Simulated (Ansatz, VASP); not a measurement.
## HgTe: VASP beside Ansatz

The input INCAR:

```
SYSTEM = HgTe
  PREC = Accurate
  ENCUT = 400
  EDIFF = 1E-8
  ISMEAR = -1
  SIGMA = 0.08
  LREAL = .False.
  LASPH = .True.
  NELM = 120
  ALGO = Normal
  ISIF = 2
  LWAVE = .False.
  LCHARG = .False.
  GGA = CA
  LEFG = .True.
  NBANDS = 16
  GGA_COMPAT = .False.
```

File KPOINTS:

```
regular mesh
0
Gamma
  10 10 10
  0 0 0
```

Contents of POSCAR:

```
HgTe
1.0
    0.0000000000      2.8623681488      2.8623681488
    2.8623681488      0.0000000000      2.8623681488
    2.8623681488      2.8623681488      0.0000000000
Hg Te
1 1
Direct
    0.0000000000      0.0000000000      0.0000000000
    0.5000000000      0.5000000000      0.5000000000
```

Input for Ansatz:

```yaml
crystal:
  lattice:
    - [0.0, 2.8623681488, 2.8623681488]
    - [2.8623681488, 0.0, 2.8623681488]
    - [2.8623681488, 2.8623681488, 0.0]
  atoms:
    - { symbol: Hg, position: [0.0, 0.0, 0.0] }
    - { symbol: Te, position: [0.5, 0.5, 0.5] }
kpoints:
  mp_grid: { grid: [10, 10, 10] }
scf:
  occupations: { method: fermi_dirac, width: 0.08 }
hamiltonian:
  xc: lda
  pseudopotentials: { kind: paw }
output:
  forces: true
  stress: true
  eigenvalues: true
  efg: { contact_densities: true }
```

Change from the starting cell: volume scaled by 0.9405, PAW files.

Alike in both runs: task electric field gradients; functional LDA; k mesh 10 × 10 × 10; occupations fermi-dirac, width 0.08 eV; no spin polarisation.

```csv
,VASP,Ansatz
version,VASP 6.6.1,Ansatz 0.2.0
potentials or method,"VASP PAW LDA potentials, release 64 (Hg, Te)","PAW with Ansatz's default frozen-core files, scalar-relativistic"
plane-wave cutoff (eV),400,420
valence electrons in the cell,18,36
```

Ansatz gave:

| Property | Result |
| --- | --- |
| pressure (GPa) | 10.0 |

Task: What did VASP give for the same quantities?

Result: Pressure (GPa): 10.7.

LDA's correlation is that of Perdew and Zunger in VASP and of Perdew and Wang (1992) in Ansatz. VASP's potentials hold 18 valence electrons a cell and Ansatz's 36, so a difference there can come from the potentials and not from the codes.

Spin-orbit coupling is off throughout.
